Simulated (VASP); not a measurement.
SnSe: single point with r2SCANh

SnSe:

```
CELL_PARAMETERS angstrom
0.00000 3.39084 3.39084
3.39084 0.00000 3.39084
3.39084 3.39084 0.00000
ATOMIC_POSITIONS crystal
Sn 0.00000 0.00000 0.00000
Se 0.75000 0.75000 0.75000
```

| Quantity | Value |
| --- | --- |
| Program | VASP 6.6.1 |
| Task | single point |
| Functional | r2SCANh |
| Potentials or basis | VASP PAW PBE potentials, release 64 (Sn_d, Se) |
| Cutoff | 520 eV |
| k mesh | 4 × 4 × 4 |
| Occupations | fermi-dirac, width 0.05 eV |
| Spin | no spin polarisation |
| Dipole correction | no |
| Grid for exact exchange (PRECFOCK) | Normal |
| Further INCAR settings | ALGO = Normal; EDIFF = 1e-06; NBANDS = 17 |
| Share of exact exchange | 0.1 |

The pressure is -1.0 GPa and the band gap on the k mesh is 0.50 eV (least direct gap 1.18 eV).

Levels at points of the mesh, in eV from the valence-band top:
```csv
k point,band 6,band 7,band 8,band 9,band 10,band 11,band 12,band 13,band 14,band 15
"(0.00, 0.00, 0.00)",-14.29,-5.63,-2.56,-2.56,-2.56,2.03,2.03,2.03,5.38,8.34
"(0.50, 0.00, 0.00)",-13.81,-7.69,-3.10,-3.10,-2.29,2.82,2.82,3.92,6.97,8.10
"(0.50, 0.50, 0.00)",-13.63,-7.99,-3.81,-3.81,-0.69,0.50,5.03,5.03,6.26,8.02
```

It took 10 min on 1 thread of Intel(R) Xeon(R) Platinum 8259CL CPU @ 2.50GHz (Skylake/Cascade Lake) (shared host), peak memory 0.23 GiB.

Caveat: the PAW data sets were made with another functional, which shifts forces and pressure a little; spin-orbit coupling is left out, which moves the levels of the heavy elements. A k mesh can miss the band edges.
